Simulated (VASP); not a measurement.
# SrAl3 (Pm-3m) in VASP: further runs, part 2 of 2

VASP 6.6.1. Earlier steps stand in the parts before.

**3. Single point, PBE (23.95 Å³/atom)**

This run uses another cell than the first one, of 23.95 Å³/atom.

Input file INCAR:

```
  PREC = Accurate
  ENCUT = 520
  EDIFF = 1E-6
  ISMEAR = 0
  SIGMA = 0.05
  LREAL = False
  LASPH = True
  NELM = 60
  ALGO = Fast
  ISIF = 2
  LWAVE = False
  LCHARG = False
  GGA = PE
  NBANDS = 18
```

Input file KPOINTS:

```
regular mesh
0
Gamma
  8 8 8
```

Input file POSCAR:

```
SrAl3
1.0
    4.5757433038      0.0000000000      0.0000000000
    0.0000000000      4.5757433038      0.0000000000
    0.0000000000      0.0000000000      4.5757433038
Sr Al
1 3
Direct
    0.0000000000      0.0000000000      0.0000000000
    0.0000000000      0.5000000000      0.5000000000
    0.5000000000      0.5000000000      0.0000000000
    0.5000000000      0.0000000000      0.5000000000
```

Potentials or basis: VASP PAW PBE potentials, release 64 (Sr_sv, Al).

On the command line:

```bash
cat potpaw_PBE.64/Sr_sv/POTCAR potpaw_PBE.64/Al/POTCAR > POTCAR
mpirun -np 1 vasp_std > vasp.out
```

OUTCAR:

```text
PREC = Accurate
   ENCUT = 520
   EDIFF = 1E-6
   ISMEAR = 0
   LREAL = False
   LASPH = True
   NELM = 60
   ISIF = 2
   GGA = PE

 ion  position               nearest neighbor table
   1  0.000  0.000  0.000-   2 3.24   3 3.24   4 3.24   2 3.24   4 3.24   2 3.24   3 3.24   2 3.24
                             3 3.24   4 3.24   4 3.24   3 3.24
   2  0.000  0.500  0.500-   1 3.24   3 3.24   4 3.24   1 3.24   3 3.24   1 3.24   4 3.24   1 3.24
                             3 3.24   4 3.24   3 3.24   4 3.24
   3  0.500  0.500  0.000-   1 3.24   2 3.24   4 3.24   2 3.24   4 3.24   1 3.24   4 3.24   4 3.24
                             1 3.24   2 3.24   2 3.24   1 3.24
   4  0.500  0.000  0.500-   1 3.24   2 3.24   3 3.24   1 3.24   3 3.24   2 3.24   3 3.24   3 3.24
                             1 3.24   2 3.24   1 3.24   2 3.24

  LATTYP: Found a simple cubic cell.
 ALAT       =     4.5757433038

  Lattice vectors:

 A1 = (   4.5757433038,   0.0000000000,   0.0000000000)
 A2 = (   0.0000000000,   4.5757433038,   0.0000000000)
 A3 = (   0.0000000000,   0.0000000000,   4.5757433038)

Analysis of symmetry for initial positions (statically):
=====================================================================
 Subroutine PRICEL returns:
 Original cell was already a primitive cell.

 Routine SETGRP: Setting up the symmetry group for a
 simple cubic supercell.

 Subroutine GETGRP returns: Found 48 space group operations
 (whereof 48 operations were pure point group operations)
 out of a pool of 48 trial point group operations.

The static configuration has the point symmetry O_h .

Analysis of symmetry for dynamics (positions and initial velocities):
=====================================================================
 Subroutine PRICEL returns:
 Original cell was already a primitive cell.

 Routine SETGRP: Setting up the symmetry group for a
 simple cubic supercell.

 Subroutine GETGRP returns: Found 48 space group operations
 (whereof 48 operations were pure point group operations)
 out of a pool of 48 trial point group operations.

The dynamic configuration has the point symmetry O_h .
[... 126 lines left out ...]
  Thomas-Fermi vector in A             =   2.083464
   LORBIT       =      0    0 simple, 1 ext, 2 COOP (PROOUT), +10 PAW based schemes
   GGA     = PE    functional components
   LHFCALC =     F    Hartree Fock is set to
   AEXX    =    0.0000 exact exchange contribution
   IVDW    =     0    specifies the selected vdW correction
   LEPSILON=     F    determine dielectric tensor
   LRPA    =     F    only Hartree local field effects (RPA)
 non-spin polarized calculation
 RMM-DIIS sequential band-by-band and
 Gauss-broadening in eV      SIGMA  =   0.05
  energy-cutoff  :      520.00
  volume of cell :       95.80
 maximum number of plane-waves:      2612
 NGX is ok and might be reduce to    36
   NGX = 17   NGY = 17   NGZ = 17

 number of electron      18.9999999 magnetization

 Free energy of the ion-electron system (eV)
  ---------------------------------------------------
  ext. energy  EPLUGINS =         0.00000000
  ---------------------------------------------------
  free energy    TOTEN  =       -12.76316822 eV

  energy without entropy =      -12.76096175  energy(sigma->0) =      -12.76206499

 E-fermi :   4.4686     XC(G=0):  -9.2797

 val. band max:        4.4564732535   @ k =   0.5000   0.3750   0.0000
 cond. band min:       4.5177799901   @ k =   0.2500   0.2500   0.0000
 fundamental gap:      0.0613067366
 Fermi energy:         4.4685809523

 k-point     1 :       0.0000    0.0000    0.0000
  band No.  band energies     occupation
      1     -29.9983      2.00000
      2     -12.1435      2.00000
      3     -12.1435      2.00000
      4     -12.1435      2.00000
      5      -3.4684      2.00000
      6       2.2134      2.00000
[... 481 lines left out ...]
      5      -1.1213      2.00000
      6      -0.1829      2.00000
[... 10 lines left out ...]
     17      10.1497      0.00000
     18      10.2651      0.00000

 [... further k-points ...]

------------------------ aborting loop because EDIFF is reached ----------------------------------------

  FORCE on cell =-STRESS in cart. coord.  units (eV):
  Direction    XX          YY          ZZ          XY          YZ          ZX
  --------------------------------------------------------------------------------------
  -------------------------------------------------------------------------------------
  Total       -1.6363924     -1.6363924     -1.6363924      0.0000000     -0.0000000      0.0000000
  in kB      -27.3661099    -27.3661099    -27.3661099      0.0000000     -0.0000000      0.0000000
  external PRESSURE =     -27.3661099 kB  Pullay stress =       0.0000000 kB

 VOLUME and BASIS-vectors are now :
 -----------------------------------------------------------------------------
  energy-cutoff  :      520.00
  volume of cell :       95.80
      direct lattice vectors                 reciprocal lattice vectors
     4.575743304  0.000000000  0.000000000     0.218543728  0.000000000  0.000000000
     0.000000000  4.575743304  0.000000000     0.000000000  0.218543728  0.000000000
     0.000000000  0.000000000  4.575743304     0.000000000  0.000000000  0.218543728

 POSITION                                       TOTAL-FORCE (eV/Angst)
 -----------------------------------------------------------------------------------
      0.00000      0.00000      0.00000         0.000000      0.000000      0.000000
      0.00000      2.28787      2.28787         0.000000      0.000000      0.000000
      2.28787      2.28787      0.00000         0.000000      0.000000      0.000000
      2.28787      0.00000      2.28787         0.000000      0.000000      0.000000
 -----------------------------------------------------------------------------------
    total drift:                                0.000000     -0.000000     -0.000000

  FREE ENERGIE OF THE ION-ELECTRON SYSTEM (eV)
  ---------------------------------------------------
  free  energy   TOTEN  =       -12.7631682185 eV

  energy  without entropy=      -12.7609617518  energy(sigma->0) =      -12.76206499
```

OSZICAR:

```text
N       E                     dE             d eps       ncg     rms          rms(c)
DAV:   1     0.515672203401E+02    0.51567E+02   -0.76210E+03  1260   0.879E+02
DAV:   2    -0.977766879531E+01   -0.61345E+02   -0.59376E+02  1566   0.157E+02
DAV:   3    -0.128726769636E+02   -0.30950E+01   -0.30748E+01  2056   0.281E+01
DAV:   4    -0.129488634143E+02   -0.76186E-01   -0.76151E-01  1700   0.385E+00
DAV:   5    -0.129505915339E+02   -0.17281E-02   -0.17280E-02  1824   0.536E-01    0.249E+01
RMM:   6    -0.128020000930E+02    0.14859E+00   -0.13603E-01  1463   0.164E+00    0.134E+01
RMM:   7    -0.127661870179E+02    0.35813E-01   -0.16241E-01  1709   0.198E+00    0.675E-01
RMM:   8    -0.127629124097E+02    0.32746E-02   -0.17638E-02  1519   0.692E-01    0.234E-01
RMM:   9    -0.127631192825E+02   -0.20687E-03   -0.24692E-03  1758   0.240E-01    0.134E-01
RMM:  10    -0.127631577777E+02   -0.38495E-04   -0.37480E-04  1875   0.885E-02    0.414E-02
RMM:  11    -0.127631654860E+02   -0.77083E-05   -0.89105E-05  1829   0.398E-02    0.166E-02
RMM:  12    -0.127631678026E+02   -0.23166E-05   -0.25491E-05  1811   0.189E-02    0.617E-03
RMM:  13    -0.127631682185E+02   -0.41595E-06   -0.84374E-06  1472   0.100E-02
   1 F= -.12763168E+02 E0= -.12762065E+02  d E =-.220647E-02
```

It took 88 s on 1 thread of Intel Xeon 8259CL, shared host; peak memory 0.23 GiB.

What came out:

* Free energy: -12.7632 eV
* Pressure: -2.7 GPa
* Band gap on the k mesh: zero (an odd number of electrons rules out a gap without spin polarisation)

Levels at points of the mesh, in eV from the Fermi level:
```tsv
k point	band 7	band 8	band 9	band 10	band 11	band 12
(0.00, 0.00, 0.00)	-2.26	-0.90	-0.90	-0.90	2.41	3.18
(0.50, 0.00, 0.00)	-0.86	-0.86	-0.68	-0.39	1.50	1.50
(0.50, 0.50, 0.00)	-4.38	-2.81	0.35	0.35	1.33	1.59
(0.50, 0.50, 0.50)	-4.21	-3.08	-1.43	-1.43	-1.43	2.47
```

**4. Single point, PBE (24.62 Å³/atom)**

This run uses another cell than the first one, of 24.62 Å³/atom.

Input file INCAR:

```
SYSTEM = SrAl3
  ALGO = Normal
  EDIFF = 1E-7
  ENCUT = 520
  GGA = PE
  ISIF = 2
  ISMEAR = 0
  LASPH = .TRUE.
  LCHARG = .FALSE.
  LREAL = .FALSE.
  LWAVE = .FALSE.
  NBANDS = 18
  NELM = 80
  PREC = Accurate
  SIGMA = 0.05
```

Input file KPOINTS:

```
k-points
0
G
  8 8 8
  0 0 0
```

Input file POSCAR:

```
SrAl3
1.0
    4.6181137080      0.0000000000      0.0000000000
    0.0000000000      4.6181137080      0.0000000000
    0.0000000000      0.0000000000      4.6181137080
Sr Al
1 3
Direct
    0.0000000000      0.0000000000      0.0000000000
    0.0000000000      0.5000000000      0.5000000000
    0.5000000000      0.5000000000      0.0000000000
    0.5000000000      0.0000000000      0.5000000000
```

On the command line:

```bash
cat potpaw_PBE.64/Sr_sv/POTCAR potpaw_PBE.64/Al/POTCAR > POTCAR
mpirun -np 1 vasp_std > vasp.out
```

Run time: 64 s. Hardware: 1 thread of Intel Xeon 8259CL, shared host; peak memory 0.23 GiB.

The run converged. Its results:

```
Free energy            : -12.7106 eV
Pressure               : -3.5 GPa
Band gap on the k mesh : zero (an odd number of electrons rules out a gap without spin polarisation)
```

Levels at points of the mesh, in eV from the Fermi level:
| k point | band 6 | band 7 | band 8 | band 9 | band 10 | band 11 | band 12 | band 13 |
| --- | --- | --- | --- | --- | --- | --- | --- | --- |
| (0.00, 0.00, 0.00) | -2.27 | -2.27 | -0.90 | -0.90 | -0.90 | 2.39 | 3.16 | 3.16 |
| (0.50, 0.00, 0.00) | -5.66 | -0.83 | -0.83 | -0.80 | -0.36 | 1.45 | 1.45 | 1.99 |
| (0.50, 0.50, 0.00) | -4.37 | -4.37 | -2.77 | 0.36 | 0.36 | 1.32 | 1.53 | 2.67 |
| (0.50, 0.50, 0.50) | -4.18 | -4.18 | -3.00 | -1.44 | -1.44 | -1.44 | 2.38 | 5.34 |

Caveat: the cell stands under tension.

**5. Single point, r2SCAN**

This run uses another cell than the first one, of 22.38 Å³/atom.

Input file POSCAR:

```
SrAl3
1.0
    4.4737020881      0.0000000000      0.0000000000
    0.0000000000      4.4737020881      0.0000000000
    0.0000000000      0.0000000000      4.4737020881
Sr Al
1 3
Direct
    0.0000000000      0.0000000000      0.0000000000
    0.0000000000      0.5000000000      0.5000000000
    0.5000000000      0.5000000000      0.0000000000
    0.5000000000      0.0000000000      0.5000000000
```

Input file INCAR.step1:

```
PREC = Accurate
ENCUT = 520
ISMEAR = 0
SIGMA = 0.05
LREAL = F
LASPH = T
NELM = 80
NBANDS = 18
GGA = PE
ALGO = Normal
EDIFF = 1E-4
LWAVE = T
LCHARG = F
```

Input file INCAR.step2:

```
PREC = Accurate
ENCUT = 520
EDIFF = 1E-6
ISMEAR = 0
SIGMA = 0.05
LREAL = F
LASPH = T
NELM = 80
ALGO = Normal
ISIF = 2
LWAVE = F
LCHARG = F
METAGGA = R2SCAN
LMIXTAU = T
NBANDS = 18
ISTART = 1
```

Input file KPOINTS:

```
regular mesh
0
Gamma
  8 8 8
```

On the command line:

```bash
cat potpaw_PBE.64/Sr_sv/POTCAR potpaw_PBE.64/Al/POTCAR > POTCAR
cp INCAR.step1 INCAR
mpirun -np 1 vasp_std > vasp.out
cp INCAR.step2 INCAR
mpirun -np 1 vasp_std > vasp.out
```

Run time: 3.5 min. Hardware: 1 thread of Intel Xeon 8259CL, shared host; peak memory 0.25 GiB.

It converged, with:

| Quantity | Value |
| --- | --- |
| Free energy | -35.1297 eV |
| Pressure | -0.5 GPa |
| Band gap on the k mesh | zero (an odd number of electrons rules out a gap without spin polarisation) |

Levels at points of the mesh, in eV from the Fermi level:
```
           k point  band 6  band 7  band 8  band 9  band 10  band 11  band 12  band 13
(0.00, 0.00, 0.00)   -2.24   -2.24   -1.01   -1.01    -1.01     2.81     3.51     3.51
(0.50, 0.00, 0.00)   -6.17   -0.99   -0.99   -0.49    -0.17     1.70     1.70     2.26
(0.50, 0.50, 0.00)   -4.61   -4.61   -3.07    0.40     0.40     1.38     2.01     3.25
(0.50, 0.50, 0.50)   -4.42   -4.42   -3.49   -1.56    -1.56    -1.56     3.14     6.15
```

Caveat: the PAW data sets were made with another functional, which shifts forces and pressure a little.

**6. Overview**

```csv
level,cell,gap on the mesh (eV),pressure (GPa)
PBE,"a = 4.533 Å, 4 atoms",none,-1.7
PBE,"a = 4.576 Å, 4 atoms",none,-2.7
PBE,"a = 4.618 Å, 4 atoms",none,-3.5
r2SCAN,"a = 4.474 Å, 4 atoms",none,-0.5
```

Alike in all rows: task single point; potentials or basis VASP PAW PBE potentials, release 64 (Sr_sv, Al); no spin polarisation; k mesh 8 × 8 × 8; cutoff (eV) 520; smearing gaussian 0.05 eV.

Caveats: the cell stands under tension (at least some runs); the PAW data sets were made with another functional, which shifts forces and pressure a little (at least some runs).

Total energies depend on the potentials used, so only differences within one code and one set of settings carry meaning.

The gap in the log of VASP goes by the Fermi energy; the results here count the filled bands.